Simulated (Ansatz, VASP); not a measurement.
## Ge: VASP beside Ansatz

```xyz
4
Lattice="3.8758 0.0000 0.0000 -1.9379 3.3565 0.0000 0.0000 0.0000 6.7018" Properties=species:S:1:pos:R:3 pbc="T T T"
Ge    1.9379    1.1188    0.4221
Ge    0.0000    2.2377    3.7730
Ge    1.9379    1.1188    2.9288
Ge    0.0000    2.2377    6.2797
```

Change from the starting cell: strain -0.030 along x and y, +0.015 along z, atoms carried along.

Alike in both runs: task single point; functional r2SCAN; k mesh 12 × 12 × 6; occupations gaussian, width 0.03 eV; no spin polarisation.

|  | VASP | Ansatz |
| --- | --- | --- |
| version | VASP 6.6.1 | Ansatz 0.2.0 |
| potentials or method | VASP PAW PBE potentials, release 64 (Ge_d), cutoff 520 eV | scalar-relativistic, plane waves, PAW |
| valence electrons in the cell | 56 | 56 |

```csv
,VASP,Ansatz,Ansatz less VASP
gap on the k mesh at the Fermi level (eV),0.31,0.33,+0.018
least direct gap on the mesh (eV),0.31,0.35,+0.037
pressure (GPa),4.0,3.9,-0.03
"traceless stress, the component that is largest in VASP (GPa)",-6.21,-6.19,+0.022
rms of the force components (eV/Å),0.256,0.254,-0.0017
```

VASP's potentials were made for PBE, not for r2SCAN. Atom by atom the forces differ by 0.002 eV/Å (rms over components).
